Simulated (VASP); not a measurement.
Write the native input for VASP 6.6.1 that does the following.

* Task: single point
* Functional: PBE
* Potentials or basis: VASP PAW PBE potentials, release 64 (Sc_sv)
* Cutoff: 520 eV
* k mesh: 14 × 14 × 10
* Occupations: gaussian, width 0.1 eV
* Spin: no spin polarisation
* Dipole correction: no
* Further INCAR settings: ALGO = Fast; EDIFF = 1e-06; NBANDS = 18

The structure of Sc lies in POSCAR:

```
Sc
1.0
    3.2022503270      0.0000000000      0.0000000000
    0.0000000000      3.2022503270      0.0000000000
    0.0000000000      0.0000000000      4.7269156591
Sc
2
Direct
    0.0000000000      0.0000000000      0.0000000000
    0.5000000000      0.5000000000      0.5000000000
```

This cell differs from its parent crystal: biaxial strain in the a-b plane: -2.0 %, then relaxed in part.

These files were run (other wordings do the same):

INCAR

```
PREC = Accurate
ENCUT = 520
EDIFF = 1E-6
ISMEAR = 0
SIGMA = 0.1
LREAL = False
LASPH = True
NELM = 80
ALGO = Fast
ISIF = 2
LWAVE = False
LCHARG = False
GGA = PE
NBANDS = 18
```

KPOINTS

```
regular mesh
0
Gamma
  14 14 10
```

Potentials or basis: VASP PAW PBE potentials, release 64 (Sc_sv).

The run is started by

```console
$ cat potpaw_PBE.64/Sc_sv/POTCAR > POTCAR
$ mpirun -np 1 vasp_std > vasp.out
```

Results of the run:

```yaml
Pressure: 0.9 GPa
Band_gap_on_the_k_mesh: zero (bands 11 and 12 overlap by 1.08 eV)
```

Caveat: the cell differs from its parent crystal (biaxial strain in the a-b plane: -2.0 %, then relaxed in part).

Wall time 84 s on 1 thread of Intel(R) Xeon(R) Platinum 8488C (Sapphire Rapids) (shared host), peak memory 0.27 GiB.
